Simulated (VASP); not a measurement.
# Hf4Si: single point with PBE

Hf4Si:

```xyz
5
Lattice="3.2023 0.0000 0.0000 -1.6011 2.7733 0.0000 0.0000 0.0000 11.8641" Properties=species:S:1:pos:R:3 pbc="T T T"
Hf    1.6011    0.9244    9.7325
Hf    0.0000    1.8488    2.1316
Hf    1.6011    0.9244    4.6103
Hf    0.0000    1.8488    7.2538
Si    0.0000    0.0000    0.0000
```

```json
{"Program": "VASP 6.6.1", "Task": "single point", "Functional": "PBE", "Potentials or basis": "VASP PAW PBE potentials, release 64 (Hf_pv, Si)", "Cutoff": "520 eV", "k mesh": "6 × 6 × 2", "Occupations": "gaussian, width 0.2 eV", "Spin": "no spin polarisation", "Dipole correction": "no", "Further INCAR settings": "ALGO = Normal; EDIFF = 1e-06; NBANDS = 30"}
```

```
Pressure               : -0.3 GPa
Largest force          : 0.038 eV/Å
Band gap on the k mesh : zero (bands 22 and 23 overlap by 2.02 eV)
```

Forces in eV/Å, atoms in the order of the input:
```
Hf   0.000  0.000 -0.038
Hf   0.000  0.000  0.038
Hf   0.000  0.000 -0.013
Hf   0.000  0.000  0.013
Si   0.000  0.000  0.000
```

Stress tensor (GPa, compression positive):
```
-0.38  0.00  0.00
 0.00 -0.38  0.00
 0.00  0.00 -0.25
```

Levels at points of the mesh, in eV from the Fermi level:
```csv
k point,band 20,band 21,band 22,band 23,band 24,band 25
"(0.00, 0.00, 0.00)",0.79,1.07,1.07,1.12,1.12,1.16
"(0.50, 0.00, 0.00)",-1.07,-0.98,-0.60,0.50,0.79,1.15
"(0.00, 0.00, 0.50)",0.64,0.97,0.97,1.16,1.16,1.28
"(0.50, 0.00, 0.50)",-1.24,-0.74,-0.14,0.64,0.96,1.12
```

Run time: 81 s on 1 thread of Intel Xeon 8259CL (shared host), peak memory 0.23 GiB.

Caveat: the k points lie up to 0.38 Å⁻¹ apart, too coarse for converged energies and pressures of a metal; spin-orbit coupling is left out, which moves the levels of the heavy elements.
